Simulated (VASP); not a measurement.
Wanted: the native input for a VASP 6.6.1 run.

| Item | Value |
| --- | --- |
| Task | single point |
| Functional | PBE |
| Potentials or basis | VASP PAW PBE potentials, release 64 (Tb_3, S), 4f in core |
| Cutoff | 500 eV |
| k mesh | 8 × 8 × 8 |
| Occupations | gaussian, width 0.1 eV |
| Spin | no spin polarisation |
| Dipole correction | no |
| Further INCAR settings | ALGO = Normal; EDIFF = 1e-06; NBANDS = 29 |

The structure of Tb4S lies in POSCAR:

```
Tb4S
1.0
   -3.5841302364      3.5841302364      3.3080156451
    3.5841302364     -3.5841302364      3.3080156451
    3.5841302364      3.5841302364     -3.3080156451
Tb S
4 1
Direct
    0.7548764573      0.7548764573      0.5097529145
    0.2451235427      0.2451235427      0.4902470855
    0.7548764573      0.2451235427      0.0000000000
    0.2451235427      0.7548764573      0.0000000000
    0.5000000000      0.5000000000      0.0000000000
```

The cell was generated, and may not be a known phase.

These files were run (other wordings do the same):

INCAR

```
  ALGO = Normal
  EDIFF = 1E-6
  ENCUT = 500
  GGA = PE
  GGA_COMPAT = F
  ISIF = 2
  ISMEAR = 0
  LASPH = T
  LCHARG = F
  LMAXMIX = 6
  LREAL = F
  LWAVE = F
  NBANDS = 29
  NELM = 200
  PREC = Accurate
  SIGMA = 0.1
```

KPOINTS

```
k-points
0
Gamma
  8 8 8
```

Potentials or basis: VASP PAW PBE potentials, release 64 (Tb_3, S), 4f in core.

Run with:

```bash
$ cat potpaw_PBE.64/Tb_3/POTCAR potpaw_PBE.64/S/POTCAR > POTCAR
$ mpirun -np 1 vasp_std > vasp.out
```

It gave:

```json
{"Pressure": "0.2 GPa", "Largest force": "0.027 eV/Å", "Band gap on the k mesh": "zero (bands 21 and 22 overlap by 0.78 eV)"}
```

Caveat: spin-orbit coupling is left out, which moves the levels of the heavy elements; the 4f electrons are frozen in the core, so they carry no moment and show no levels; the run has no spin polarisation, though such a crystal can be magnetic.

It took 6.4 min on 1 thread of AMD EPYC 7R43 64-Core Processor (Zen 3), on a shared host, peak memory 0.42 GiB.
